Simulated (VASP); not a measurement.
Input of a VASP 6.6.1 run:

POSCAR

```
BaTe
1.0
    0.0000000000      3.8342554644      3.8342554644
    3.8342554644      0.0000000000      3.8342554644
    3.8342554644      3.8342554644      0.0000000000
Ba Te
1 1
Direct
    0.0000000000      0.0000000000      0.0000000000
    0.2500000000      0.2500000000      0.2500000000
```

INCAR.step1

```
SYSTEM = BaTe
ALGO = Normal ; EDIFF = 1E-4
ENCUT = 520 ; GGA = PE
ISMEAR = 0 ; LASPH = .TRUE.
LCHARG = .FALSE. ; LREAL = .FALSE.
LWAVE = .TRUE. ; NBANDS = 15
NELM = 100 ; PREC = Accurate
SIGMA = 0.01
```

Contents of INCAR.step2:

```
SYSTEM = BaTe
ALGO = Normal ; EDIFF = 1E-7
ENCUT = 520 ; ISIF = 2
ISMEAR = 0 ; ISTART = 1
LASPH = .TRUE. ; LCHARG = .FALSE.
LMIXTAU = .TRUE. ; LREAL = .FALSE.
LWAVE = .FALSE. ; METAGGA = R2SCAN
NBANDS = 15 ; NELM = 100
PREC = Accurate ; SIGMA = 0.01
```

File KPOINTS:

```
k-points
0
G
  6 6 6
  0 0 0
```

Potentials or basis: VASP PAW PBE potentials, release 64 (Ba_sv, Te).

Run with:

```bash
$ cat potpaw_PBE.64/Ba_sv/POTCAR potpaw_PBE.64/Te/POTCAR > POTCAR
$ cp INCAR.step1 INCAR
$ mpirun -np 1 vasp_std > vasp.out
$ cp INCAR.step2 INCAR
$ mpirun -np 1 vasp_std > vasp.out
```

(1) What does it give for the band gap on the k mesh?

(2) What does it give for the pressure?

Results:

(1) 3.03 eV (least direct gap 3.16 eV).

(2) 1.6 GPa.

Caveat: the structure was generated, so it needn't be the stable form of BaTe; the PAW data sets were made with another functional, which shifts forces and pressure a little; spin-orbit coupling is left out, which moves the levels of the heavy elements.
